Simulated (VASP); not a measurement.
# MgS (P1) in VASP: a series of runs

Runs on MgS. Level: PBE. Tasks: single point.

Everything below comes from runs of VASP 6.6.1. Logs are shortened: lines on timing, memory, paths and dates and some standing lists are left out, and cuts for length are marked.

### 1 The cell of the first run

The typed cell holds 16 atoms: a = 7.596 Å, b = 7.596 Å, c = 7.596 Å, α = 60.00°, β = 60.00°, γ = 60.00°.

### 2 Single point, PBE

INCAR reads:

```
ALGO = Normal
EDIFF = 1E-7
ENCUT = 520
GGA = PE
ISIF = 2
ISMEAR = -1
LASPH = T
LCHARG = F
LREAL = Auto
LWAVE = F
NBANDS = 46
NELM = 100
PREC = Accurate
SIGMA = 0.2241
```

KPOINTS reads:

```
Automatic mesh
0
Gamma
  2 2 2
  0.5 0.5 0.5
```

POSCAR reads:

```
MgS
1.0
    5.3712631248      0.0000000000     -5.3712631248
    0.0000000000      5.3712631248     -5.3712631248
    5.3712631248      5.3712631248      0.0000000000
Mg S
8 8
Direct
    0.5531816131      0.5219587897      0.0122267330
    0.4795765801      0.5266487480      0.4990731114
    0.4678798900     -0.0145557941      0.0047646148
    0.4759500588     -0.0229571699      0.5722907124
    0.0509017141      0.4738417093      0.0240992662
    0.0089262989      0.5095945658      0.4404138179
   -0.0633248627     -0.0359091513     -0.0037947312
   -0.0371538306      0.0157432243      0.5381378519
    0.2868022780      0.2801602649      0.7285380383
    0.2995749720      0.2148118558      0.1948145112
    0.2431854425      0.7740318996      0.7374695501
    0.2185328614      0.6919488794      0.2563100090
    0.7340956696      0.2688566854      0.7582806698
    0.7885927205      0.2285294858      0.2019912216
    0.7627381874      0.7542126323      0.7479446467
    0.7571115779      0.7383867459      0.2709918442
```

Potentials or basis: VASP PAW PBE potentials, release 64 (Mg, S).

The run is started by

```bash
$ cat potpaw_PBE.64/Mg/POTCAR potpaw_PBE.64/S/POTCAR > POTCAR
$ mpirun -np 1 vasp_std > vasp.out
```

OUTCAR:

```text
EDIFF = 1E-7
   ENCUT = 520
   GGA = PE
   ISIF = 2
   ISMEAR = -1
   LASPH = T
   LREAL = Auto
   NELM = 100
   PREC = Accurate

 ion  position               nearest neighbor table
   1  0.553  0.522  0.012-  14 2.37  15 2.40  12 2.44  13 2.78  10 3.11  11 3.16   3 3.22   4 3.44
                             2 3.47   5 3.66
   2  0.480  0.527  0.499-   9 2.37  11 2.61  16 2.64  13 2.76  12 2.79  14 3.20   1 3.47   3 3.63

   3  0.468  0.985  0.005-  10 2.28   9 2.53  15 2.65  12 2.92  13 2.96  16 2.99   1 3.22   4 3.29
                             7 3.45   5 3.49   2 3.63
   4  0.476  0.977  0.572-  11 2.38  15 2.52   9 2.55  16 2.91  10 3.09  14 3.11   3 3.29   1 3.44

   5  0.051  0.474  0.024-  10 2.30   9 2.66  11 2.69  16 2.76  14 2.79  15 3.03   6 3.15   7 3.29
                             3 3.49   1 3.66
   6  0.009  0.510  0.440-  12 2.11  16 2.29  13 2.81  10 2.91  15 2.98   9 3.07   5 3.15   7 3.45
                             8 3.61
   7  0.937  0.964  0.996-  16 2.25  13 2.46  11 2.50  14 2.62  12 2.91   8 3.21   5 3.29   3 3.45
                             6 3.45
   8  0.963  0.016  0.538-  15 2.50  13 2.55  11 2.59  14 2.83  10 2.98   7 3.21   6 3.61
   9  0.287  0.280  0.729-   2 2.37   3 2.53   4 2.55   5 2.66   6 3.07
  10  0.300  0.215  0.195-   3 2.28   5 2.30   6 2.91   8 2.98   4 3.09   1 3.11
  11  0.243  0.774  0.737-   4 2.38   7 2.50   8 2.59   2 2.61   5 2.69   1 3.16
  12  0.219  0.692  0.256-   6 2.11   1 2.44   2 2.79   7 2.91   3 2.92
  13  0.734  0.269  0.758-   7 2.46   8 2.55   2 2.76   1 2.78   6 2.81   3 2.96
  14  0.789  0.229  0.202-   1 2.37   7 2.62   5 2.79   8 2.83   4 3.11   2 3.20
  15  0.763  0.754  0.748-   1 2.40   8 2.50   4 2.52   3 2.65   6 2.98   5 3.03
  16  0.757  0.738  0.271-   7 2.25   6 2.29   2 2.64   5 2.76   4 2.91   3 2.99

  LATTYP: Found a face centered cubic cell.
 ALAT       =    10.7425262496

  Lattice vectors:

 A1 = (   5.3712631248,   0.0000000000,  -5.3712631248)
 A2 = (   0.0000000000,   5.3712631248,  -5.3712631248)
 A3 = (   5.3712631248,   5.3712631248,   0.0000000000)

Analysis of symmetry for initial positions (statically):
=====================================================================
 Subroutine PRICEL returns:
 Original cell was already a primitive cell.

 Routine SETGRP: Setting up the symmetry group for a
 face centered cubic supercell.

 Subroutine GETGRP returns: Found  1 space group operations
 (whereof  1 operations were pure point group operations)
 out of a pool of 48 trial point group operations.

The static configuration has the point symmetry C_1 .

Analysis of symmetry for dynamics (positions and initial velocities):
=====================================================================
 Subroutine PRICEL returns:
 Original cell was already a primitive cell.

 Routine SETGRP: Setting up the symmetry group for a
 face centered cubic supercell.

 Subroutine GETGRP returns: Found  1 space group operations
 (whereof  1 operations were pure point group operations)
 out of a pool of 48 trial point group operations.

The dynamic configuration has the point symmetry C_1 .

 Subroutine INISYM returns: Found  1 space group operations
 (whereof  1 operations are pure point group operations),
 and found     1 'primitive' translations

----------------------------------------------------------------------------------------

                                     Primitive cell

  volume of cell :     309.9269

  direct lattice vectors                    reciprocal lattice vectors
     5.371263125  0.000000000 -5.371263125     0.093087974 -0.093087974 -0.093087974
     0.000000000  5.371263125 -5.371263125    -0.093087974  0.093087974 -0.093087974
     5.371263125  5.371263125  0.000000000     0.093087974  0.093087974  0.093087974

  length of vectors
     7.596113158  7.596113158  7.596113158     0.161233100  0.161233100  0.161233100

  position of ions in fractional coordinates (direct lattice)
     0.553181613  0.521958790  0.012226733
     0.479576580  0.526648748  0.499073111
     0.467879890  0.985444206  0.004764615
     0.475950059  0.977042830  0.572290712
     0.050901714  0.473841709  0.024099266
     0.008926299  0.509594566  0.440413818
[... 8 lines left out ...]
     0.762738187  0.754212632  0.747944647
     0.757111578  0.738386746  0.270991844

  ion indices of the primitive-cell ions
   primitive index   ion index
                 1           1
                 2           2
                 3           3
                 4           4
                 5           5
                 6           6
[... 8 lines left out ...]
                15          15
                16          16

----------------------------------------------------------------------------------------

 KPOINTS: Automatic mesh

Automatic generation of k-mesh.
 Grid dimensions read from file:
 generate k-points for:    2    2    2

 Generating k-lattice:

  Cartesian coordinates                     Fractional coordinates (reciprocal lattice)
     0.046543987 -0.046543987 -0.046543987     0.500000000  0.000000000  0.000000000
    -0.046543987  0.046543987 -0.046543987     0.000000000  0.500000000  0.000000000
     0.046543987  0.046543987  0.046543987     0.000000000  0.000000000  0.500000000

  Length of vectors
     0.080616550  0.080616550  0.080616550

  Shift w.r.t. Gamma in fractional coordinates (k-lattice)
     0.500000000  0.500000000  0.500000000

 Subroutine IBZKPT returns following result:
 ===========================================

 Found     16 irreducible k-points:

 Following reciprocal coordinates:
            Coordinates               Weight
  0.250000  0.250000  0.250000      2.000000
  0.250000  0.000000  0.000000      2.000000
  0.000000  0.000000 -0.250000      2.000000
  0.000000  0.250000  0.000000      2.000000
 -0.250000  0.250000  0.250000      2.000000
  0.250000 -0.250000  0.250000      2.000000
[... 8 lines left out ...]
  0.000000  0.250000  0.500000      2.000000
  0.500000  0.250000  0.000000      2.000000
   k-points           NKPTS =     16   k-points in BZ     NKDIM =     16   number of bands    NBANDS=     46
   number of dos      NEDOS =    301   number of ions     NIONS =     16
   total plane-waves  NPLWV = 175616
   dimension x,y,z NGX =    56 NGY =   56 NGZ =   56
   dimension x,y,z NGXF=   112 NGYF=  112 NGZF=  112
   ions per type =               8   8
   NGX,Y,Z   is equivalent  to a cutoff of  12.26, 12.26, 12.26 a.u.
   NGXF,Y,Z  is equivalent  to a cutoff of  24.51, 24.51, 24.51 a.u.
 SYSTEM =  unknown system
   PREC   = accura    normal or accurate (medium, high low for compatibility)
   ISTART =      0    job   : 0-new  1-cont  2-samecut
   ICHARG =      2    charge: 1-file 2-atom 10-const
   ISPIN  =      1    spin polarized calculation?
   LNONCOLLINEAR =      F non collinear calculations
   LSORBIT =      F    spin-orbit coupling
   LASPH  =      T    aspherical Exc in radial PAW
   ENCUT  =  520.0 eV  38.22 Ry    6.18 a.u.  14.12 14.12 14.12*2*pi/ulx,y,z
   NELM   =    100;   NELMIN=  2; NELMDL= -5     # of ELM steps
   EDIFF  = 0.1E-06   stopping-criterion for ELM
   LREAL  =      T    real-space projection
   EDIFFG = 0.1E-05   stopping-criterion for IOM
   NSW    =      0    number of steps for IOM
   IBRION =     -1    ionic relax: 0-MD 1-quasi-New 2-CG
   NFREE  =      0    steps in history (QN), initial steepest desc. (CG)
   ISIF   =      2    stress and relaxation
   ISYM   =      2    0-nonsym 1-usesym 2-fastsym
   POTIM  = 0.5000    time-step for ionic-motion
   TEBEG  =    0.0;   TEEND  =   0.0 temperature during run
   PSTRESS=    0.0 pullay stress
   NELECT =      64.0000    total number of electrons
   NUPDOWN=      -1.0000    fix difference up-down
   EMIN   =  10.00;   EMAX   =-10.00  energy-range for DOS
   EFERMI =   0.00;   METHOD = LEGACY
   ISMEAR =    -1;   SIGMA  =   0.22  broadening in eV -4-tet -1-fermi 0-gaus
   EFERMI_NEDOS =   21; number of points for ismear=-14 and -15
   IALGO  =     38    algorithm
   IMIX   =      4    mixing-type and parameters
     AMIX     =   0.40;   BMIX     =  1.00
     AMIX_MAG =   1.60;   BMIX_MAG =  1.00
  volume/ion in A,a.u.               =      19.37       130.72
  Fermi-wavevector in a.u.,A,eV,Ry     =   0.967643  1.828580 12.739578  0.936333
  Thomas-Fermi vector in A             =   2.097546
   LORBIT       =      0    0 simple, 1 ext, 2 COOP (PROOUT), +10 PAW based schemes
   GGA     = PE    functional components
   LHFCALC =     F    Hartree Fock is set to
   AEXX    =    0.0000 exact exchange contribution
   IVDW    =     0    specifies the selected vdW correction
   LEPSILON=     F    determine dielectric tensor
   LRPA    =     F    only Hartree local field effects (RPA)
 non-spin polarized calculation
  energy-cutoff  :      520.00
  volume of cell :      309.93
 maximum number of plane-waves:      8359
   NGX = 29   NGY = 29   NGZ = 29

 number of electron      63.9999998 magnetization

 Free energy of the ion-electron system (eV)
  ---------------------------------------------------
  ext. energy  EPLUGINS =         0.00000000
  ---------------------------------------------------
  free energy    TOTEN  =       -63.68494660 eV

  energy without entropy =      -63.67513872  energy(sigma->0) =      -63.68004266

 E-fermi :   4.6931     XC(G=0):  -9.2410

 val. band max:        3.3104402218   @ k =   0.0000   0.2500   0.0000
 cond. band min:       5.9381939526   @ k =   0.0000   0.2500   0.0000
 fundamental gap:      2.6277537307
 Fermi energy:         4.6931226520

 k-point     1 :       0.2500    0.2500    0.2500
  band No.  band energies     occupation
      1      -9.4660      2.00000
      2      -8.7889      2.00000
      3      -8.6570      2.00000
      4      -8.3618      2.00000
      5      -8.2397      2.00000
      6      -7.8734      2.00000
[... 36 lines left out ...]
     43       8.5990      0.00000
     44       8.8251      0.00000

 k-point     2 :       0.2500    0.0000    0.0000
  band No.  band energies     occupation
      1      -9.4533      2.00000
      2      -8.8231      2.00000
      3      -8.6357      2.00000
      4      -8.4127      2.00000
      5      -8.1898      2.00000
      6      -7.8772      2.00000
[... 36 lines left out ...]
     43       8.6064      0.00000
     44       8.7439      0.00000

 k-point     3 :       0.0000    0.0000   -0.2500
  band No.  band energies     occupation
      1      -9.4533      2.00000
      2      -8.8641      2.00000
      3      -8.5867      2.00000
      4      -8.3744      2.00000
      5      -8.2529      2.00000
      6      -7.8557      2.00000
[... 36 lines left out ...]
     43       8.4770      0.00000
     44       8.7774      0.00000

 k-point     4 :       0.0000    0.2500    0.0000
  band No.  band energies     occupation
      1      -9.4820      2.00000
      2      -8.7470      2.00000
      3      -8.5795      2.00000
      4      -8.4620      2.00000
      5      -8.2790      2.00000
      6      -7.8398      2.00000
[... 506 lines left out ...]
     43       8.7834      0.00000
     44       9.0575      0.00000

 k-point    15 :       0.0000    0.2500    0.5000
  band No.  band energies     occupation
      1      -9.2084      2.00000
      2      -9.0523      2.00000
      3      -8.6109      2.00000
      4      -8.3892      2.00000
      5      -8.3202      2.00000
      6      -7.8949      2.00000
[... 36 lines left out ...]
     43       8.9777      0.00000
     44       9.0468      0.00000

 k-point    16 :       0.5000    0.2500    0.0000
  band No.  band energies     occupation
      1      -9.2363      2.00000
      2      -8.9702      2.00000
      3      -8.6839      2.00000
      4      -8.4321      2.00000
      5      -8.2156      2.00000
      6      -7.9789      2.00000
[... 36 lines left out ...]
     43       8.7631      0.00000
     44       8.9882      0.00000
 [bands above 44 left out]

------------------------ aborting loop because EDIFF is reached ----------------------------------------

  FORCE on cell =-STRESS in cart. coord.  units (eV):
  Direction    XX          YY          ZZ          XY          YZ          ZX
  --------------------------------------------------------------------------------------
  -------------------------------------------------------------------------------------
  Total        3.9154182     -2.6655331      8.0079147      0.8070058     -0.6151280      0.6386801
  in kB       20.2408831    -13.7795609     41.3971783      4.1718429     -3.1799245      3.3016775
  external PRESSURE =      15.9528335 kB  Pullay stress =       0.0000000 kB

 VOLUME and BASIS-vectors are now :
 -----------------------------------------------------------------------------
  energy-cutoff  :      520.00
  volume of cell :      309.93
      direct lattice vectors                 reciprocal lattice vectors
     5.371263125  0.000000000 -5.371263125     0.093087974 -0.093087974 -0.093087974
     0.000000000  5.371263125 -5.371263125    -0.093087974  0.093087974 -0.093087974
     5.371263125  5.371263125  0.000000000     0.093087974  0.093087974  0.093087974

 POSITION                                       TOTAL-FORCE (eV/Angst)
 -----------------------------------------------------------------------------------
      3.03696      2.86925     -5.77486        -0.209998     -0.862716      1.121240
      5.25659      5.50942     -5.40470         0.208878     -0.301271     -0.116496
      2.53870      5.31867     -7.80619        -0.351951     -0.802253     -0.174875
      5.63038      8.32188     -7.80441        -0.596533     -0.019701     -1.385430
      0.40285      2.67457     -2.81854        -1.314933     -0.619473      0.589022
      2.41352      5.10274     -2.78511         1.894230      0.067114      3.627792
[... 8 lines left out ...]
      8.11428      8.06848     -8.14794        -0.037762      0.510537     -0.040911
      5.52221      5.42164     -8.03271        -1.497701     -0.292473      2.296649
 -----------------------------------------------------------------------------------
    total drift:                               -0.000240      0.000254     -0.000490

  FREE ENERGIE OF THE ION-ELECTRON SYSTEM (eV)
  ---------------------------------------------------
  free  energy   TOTEN  =       -63.6849466032 eV

  energy  without entropy=      -63.6751387160  energy(sigma->0) =      -63.68004266
```

It took 11 min on 1 thread of AMD EPYC 7R13, shared host; peak memory 0.45 GiB.

What came out:

- Free energy: -63.6849 eV
- Pressure: 1.6 GPa
- Largest force: 4.920 eV/Å
- Band gap on the k mesh: 2.63 eV

Forces on the atoms (eV/Å):
```
Mg  -0.210 -0.863  1.121
Mg   0.209 -0.301 -0.116
Mg  -0.352 -0.802 -0.175
Mg  -0.597 -0.020 -1.385
Mg  -1.315 -0.619  0.589
Mg   1.894  0.067  3.628
Mg   0.216  0.864 -2.031
Mg  -0.668 -0.354 -0.673
S   -0.467 -0.675  1.143
S    1.558  2.305  0.678
S   -0.256 -0.137  0.676
S    0.619  0.397 -4.865
S   -0.337 -0.816 -0.795
S    1.242  0.735 -0.051
S   -0.038  0.511 -0.041
S   -1.498 -0.292  2.297
```

Caveat: the atoms stand as in a frame of molecular dynamics; a shifted mesh leaves out Γ, where band edges can lie; forces of over 1 eV/Å act on the atoms, so gaps and moduli don't describe the material at rest. A k mesh can miss the band edges.

[end of part 1 of 2]
